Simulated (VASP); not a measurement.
# Mo (Cmcm) in VASP: notebook, part 2 of 2

VASP 6.6.1.

## (4) Single point, PBE (mode 5 (192.3 1/cm) frozen in, largest displacement +0.225 Å)

File INCAR:

```
PREC     = Accurate       # precision mode
ENCUT    = 520            # plane-wave cutoff, eV
EDIFF    = 1E-7           # SCF threshold, eV
ISMEAR   = 0              # smearing method
SIGMA    = 0.15           # smearing width, eV
LREAL    = False          # projectors in reciprocal space
LASPH    = True           # aspherical terms in the spheres
NELM     = 100            # most SCF steps
ALGO     = Fast           # electronic algorithm
ISIF     = 2              # what is computed and relaxed
LWAVE    = False          # write WAVECAR
LCHARG   = False          # write CHGCAR
GGA      = PE             # functional
NBANDS   = 21             # bands
```

File KPOINTS:

```
Automatic mesh
0
Gamma
  24 24 14
```

File POSCAR:

```
Mo
1.0
   -1.5802194352      1.5802194352      1.5802194352
    1.5802194352     -1.5802194352      1.5802194352
    3.1604388703      3.1604388703      0.0000000000
Mo
2
Direct
   -0.0503408015      0.0503408015      0.0000000000
    0.5503408015      0.4496591985      0.5000000000
```

Potentials or basis: VASP PAW PBE potentials, release 64 (Mo_sv).

The run is started by

```console
$ cat potpaw_PBE.64/Mo_sv/POTCAR > POTCAR
$ mpirun -np 1 vasp_std > vasp.out
```

OUTCAR:

```text
PREC = Accurate
   ENCUT = 520
   EDIFF = 1E-7
   ISMEAR = 0
   LREAL = False
   LASPH = True
   NELM = 100
   ISIF = 2
   GGA = PE

 ion  position               nearest neighbor table
   1  0.950  0.050  0.000-   2 2.77   2 2.77   2 2.77   2 2.77   2 2.86   2 2.86
   2  0.550  0.450  0.500-   1 2.77   1 2.77   1 2.77   1 2.77   1 2.86   1 2.86

  LATTYP: Found a base centered orthorhombic cell.
 ALAT       =     3.1604388704
 B/A-ratio  =     1.4142135624
 C/A-ratio  =     1.4142135623

  Lattice vectors:

 A1 = (  -1.5802194352,   1.5802194352,   1.5802194352)
 A2 = (   1.5802194352,  -1.5802194352,   1.5802194352)
 A3 = (   3.1604388703,   3.1604388703,   0.0000000000)

Analysis of symmetry for initial positions (statically):
=====================================================================
 Subroutine PRICEL returns:
 Original cell was already a primitive cell.

 Routine SETGRP: Setting up the symmetry group for a
 base centered orthorhombic supercell.

 Subroutine GETGRP returns: Found  8 space group operations
 (whereof  4 operations were pure point group operations)
 out of a pool of  8 trial point group operations.

The static configuration has the point symmetry C_2v.
 The point group associated with its full space group is D_2h.

Analysis of symmetry for dynamics (positions and initial velocities):
=====================================================================
 Subroutine PRICEL returns:
 Original cell was already a primitive cell.

 Routine SETGRP: Setting up the symmetry group for a
 base centered orthorhombic supercell.

 Subroutine GETGRP returns: Found  8 space group operations
 (whereof  4 operations were pure point group operations)
 out of a pool of  8 trial point group operations.

The dynamic configuration has the point symmetry C_2v.
 The point group associated with its full space group is D_2h.

 Subroutine INISYM returns: Found  8 space group operations
 (whereof  4 operations are pure point group operations),
 and found     1 'primitive' translations

----------------------------------------------------------------------------------------

                                     Primitive cell

  volume of cell :      31.5676

  direct lattice vectors                    reciprocal lattice vectors
    -1.580219435  1.580219435  1.580219435    -0.158205876  0.158205876  0.316411752
     1.580219435 -1.580219435  1.580219435     0.158205876 -0.158205876  0.316411752
     3.160438870  3.160438870  0.000000000     0.158205876  0.158205876  0.000000000

  length of vectors
     2.737020349  2.737020349  4.469535513     0.387523670  0.387523670  0.223736895

  position of ions in fractional coordinates (direct lattice)
     0.949659199  0.050340801  0.000000000
     0.550340801  0.449659199  0.500000000

  ion indices of the primitive-cell ions
   primitive index   ion index
                 1           1
                 2           2

----------------------------------------------------------------------------------------

 KPOINTS: Automatic mesh

Automatic generation of k-mesh.
 Grid dimensions read from file:
 generate k-points for:   24   24   14

 Generating k-lattice:

  Cartesian coordinates                     Fractional coordinates (reciprocal lattice)
    -0.006591911  0.006591911  0.013183823     0.041666667  0.000000000  0.000000000
     0.006591911 -0.006591911  0.013183823     0.000000000  0.041666667  0.000000000
     0.011300420  0.011300420  0.000000000     0.000000000  0.000000000  0.071428571

  Length of vectors
     0.016146820  0.016146820  0.015981207

  Shift w.r.t. Gamma in fractional coordinates (k-lattice)
     0.000000000  0.000000000  0.000000000

 Subroutine IBZKPT returns following result:
 ===========================================

 Found   1256 irreducible k-points:

 Following reciprocal coordinates:
            Coordinates               Weight
  0.000000  0.000000  0.000000      1.000000
  0.041667  0.000000  0.000000      4.000000
  0.083333  0.000000  0.000000      4.000000
  0.125000  0.000000  0.000000      4.000000
  0.166667  0.000000  0.000000      4.000000
  0.208333  0.000000  0.000000      4.000000
[... 16 lines left out ...]
  0.416667  0.041667  0.000000      4.000000
  0.458333  0.041667  0.000000      4.000000
 [... further k-points ...]
   k-points           NKPTS =   1256   k-points in BZ     NKDIM =   1256   number of bands    NBANDS=     21
   number of dos      NEDOS =    301   number of ions     NIONS =      2
   total plane-waves  NPLWV =  14400
   dimension x,y,z NGX =    20 NGY =   20 NGZ =   36
   dimension x,y,z NGXF=    40 NGYF=   40 NGZF=   72
   ions per type =               2
   NGX,Y,Z   is equivalent  to a cutoff of  12.15, 12.15, 13.39 a.u.
   NGXF,Y,Z  is equivalent  to a cutoff of  24.30, 24.30, 26.78 a.u.
 SYSTEM =  unknown system
   PREC   = accura    normal or accurate (medium, high low for compatibility)
   ISTART =      0    job   : 0-new  1-cont  2-samecut
   ICHARG =      2    charge: 1-file 2-atom 10-const
   ISPIN  =      1    spin polarized calculation?
   LNONCOLLINEAR =      F non collinear calculations
   LSORBIT =      F    spin-orbit coupling
   LASPH  =      T    aspherical Exc in radial PAW
   ENCUT  =  520.0 eV  38.22 Ry    6.18 a.u.   5.09  5.09  8.31*2*pi/ulx,y,z
   NELM   =    100;   NELMIN=  2; NELMDL= -5     # of ELM steps
   EDIFF  = 0.1E-06   stopping-criterion for ELM
   LREAL  =      F    real-space projection
   EDIFFG = 0.1E-05   stopping-criterion for IOM
   NSW    =      0    number of steps for IOM
   IBRION =     -1    ionic relax: 0-MD 1-quasi-New 2-CG
   NFREE  =      0    steps in history (QN), initial steepest desc. (CG)
   ISIF   =      2    stress and relaxation
   ISYM   =      2    0-nonsym 1-usesym 2-fastsym
   POTIM  = 0.5000    time-step for ionic-motion
   TEBEG  =    0.0;   TEEND  =   0.0 temperature during run
   PSTRESS=    0.0 pullay stress
   NELECT =      28.0000    total number of electrons
   NUPDOWN=      -1.0000    fix difference up-down
   EMIN   =  10.00;   EMAX   =-10.00  energy-range for DOS
   EFERMI =   0.00;   METHOD = LEGACY
   ISMEAR =     0;   SIGMA  =   0.15  broadening in eV -4-tet -1-fermi 0-gaus
   EFERMI_NEDOS =   21; number of points for ismear=-14 and -15
   IALGO  =     68    algorithm
   IMIX   =      4    mixing-type and parameters
     AMIX     =   0.40;   BMIX     =  1.00
     AMIX_MAG =   1.60;   BMIX_MAG =  1.00
  volume/ion in A,a.u.               =      15.78       106.51
  Fermi-wavevector in a.u.,A,eV,Ry     =   1.572945  2.972434 33.662922  2.474155
  Thomas-Fermi vector in A             =   2.674303
   LORBIT       =      0    0 simple, 1 ext, 2 COOP (PROOUT), +10 PAW based schemes
   GGA     = PE    functional components
   LHFCALC =     F    Hartree Fock is set to
   AEXX    =    0.0000 exact exchange contribution
   IVDW    =     0    specifies the selected vdW correction
   LEPSILON=     F    determine dielectric tensor
   LRPA    =     F    only Hartree local field effects (RPA)
 non-spin polarized calculation
 RMM-DIIS sequential band-by-band and
 Gauss-broadening in eV      SIGMA  =   0.15
  energy-cutoff  :      520.00
  volume of cell :       31.57
 maximum number of plane-waves:       872
   NGX = 11   NGY = 11   NGZ = 17

 number of electron      27.9999998 magnetization

 Free energy of the ion-electron system (eV)
  ---------------------------------------------------
  ext. energy  EPLUGINS =         0.00000000
  ---------------------------------------------------
  free energy    TOTEN  =       -21.37029254 eV

  energy without entropy =      -21.34735872  energy(sigma->0) =      -21.35882563

 E-fermi :  12.3057     XC(G=0): -13.3224

 val. band max:       12.3055652261   @ k =   0.4583   0.1250   0.0714
 cond. band min:      12.3061807280   @ k =  -0.1250   0.1250   0.2143
 fundamental gap:      0.0006155019
 Fermi energy:        12.3056562069

 k-point     1 :       0.0000    0.0000    0.0000
  band No.  band energies     occupation
      1     -48.7748      2.00000
      2     -48.5169      2.00000
      3     -23.4177      2.00000
      4     -22.4655      2.00000
      5     -22.1441      2.00000
      6     -22.1243      2.00000
[... 13 lines left out ...]
     20      16.2157      0.00000
     21      23.5998      0.00000
[... 529 lines left out ...]
 k-point    24 :       0.4583    0.0417    0.0000
  band No.  band energies     occupation
      1     -48.5492      2.00000
      2     -48.4869      2.00000
      3     -23.2502      2.00000
      4     -23.1142      2.00000
      5     -22.7864      2.00000
      6     -22.4574      2.00000
[... 13 lines left out ...]
     20      19.5854      0.00000
     21      23.2484      0.00000

 [... further k-points ...]
[... 5 lines left out ...]
  --------------------------------------------------------------------------------------
  -------------------------------------------------------------------------------------
  Total        0.9944744      0.9944744      0.1626385      1.7690447      0.0000000     -0.0000000
  in kB       50.4733374     50.4733374      8.2545173     89.7857055      0.0000000     -0.0000000
  external PRESSURE =      36.4003973 kB  Pullay stress =       0.0000000 kB

 VOLUME and BASIS-vectors are now :
 -----------------------------------------------------------------------------
  energy-cutoff  :      520.00
  volume of cell :       31.57
      direct lattice vectors                 reciprocal lattice vectors
    -1.580219435  1.580219435  1.580219435    -0.158205876  0.158205876  0.316411752
     1.580219435 -1.580219435  1.580219435     0.158205876 -0.158205876  0.316411752
     3.160438870  3.160438870  0.000000000     0.158205876  0.158205876  0.000000000

 POSITION                                       TOTAL-FORCE (eV/Angst)
 -----------------------------------------------------------------------------------
     -1.42112      1.42112      1.58022        -1.152372      1.152372      0.000000
      1.42112      1.73932      1.58022         1.152372     -1.152372      0.000000
 -----------------------------------------------------------------------------------
    total drift:                               -0.000000     -0.000000     -0.000000

  FREE ENERGIE OF THE ION-ELECTRON SYSTEM (eV)
  ---------------------------------------------------
  free  energy   TOTEN  =       -21.3702925358 eV

  energy  without entropy=      -21.3473587212  energy(sigma->0) =      -21.35882563
```

Run time: 6.6 min. Hardware: 1 thread of AMD EPYC 9R45 (Zen 5), shared host; peak memory 0.65 GiB.

What came out:

* Free energy: -21.3703 eV
* Pressure: 3.6 GPa
* Largest force: 1.630 eV/Å
* Band gap on the k mesh: zero (band 14 reaches 13.85 eV, above the bottom of band 15 at 11.40 eV)

Forces on the atoms (eV/Å):
```
Mo  -1.152  1.152  0.000
Mo   1.152 -1.152  0.000
```

Levels at points of the mesh, in eV from the Fermi level:
| k point | band 10 | band 11 | band 12 | band 13 | band 14 | band 15 | band 16 | band 17 | band 18 | band 19 |
| --- | --- | --- | --- | --- | --- | --- | --- | --- | --- | --- |
| (0.00, 0.00, 0.00) | -5.09 | -3.06 | -1.47 | -0.80 | -0.72 | 1.17 | 1.40 | 1.55 | 1.77 | 3.00 |
| (0.50, 0.00, 0.00) | -3.75 | -3.74 | -1.75 | -1.46 | -0.83 | 0.03 | 2.42 | 2.83 | 3.50 | 6.00 |
| (0.50, 0.50, 0.00) | -4.86 | -4.85 | -3.06 | 0.86 | 1.18 | 1.62 | 3.93 | 4.36 | 4.54 | 5.25 |
| (0.00, 0.00, 0.50) | -5.08 | -2.54 | -2.54 | -1.40 | -1.40 | 0.55 | 0.55 | 1.65 | 1.65 | 2.91 |
| (0.50, 0.00, 0.50) | -5.01 | -3.05 | -3.05 | 1.32 | 1.32 | 1.54 | 1.54 | 2.64 | 2.64 | 4.69 |
| (0.50, 0.50, 0.50) | -4.58 | -3.00 | -3.00 | -0.58 | -0.58 | 1.15 | 1.15 | 4.47 | 4.47 | 6.55 |

Caveat: the cell differs from its parent crystal (mode 5 (192.3 1/cm) frozen in, largest displacement +0.225 Å); forces of over 1 eV/Å act on the atoms, so gaps and moduli don't describe the material at rest.
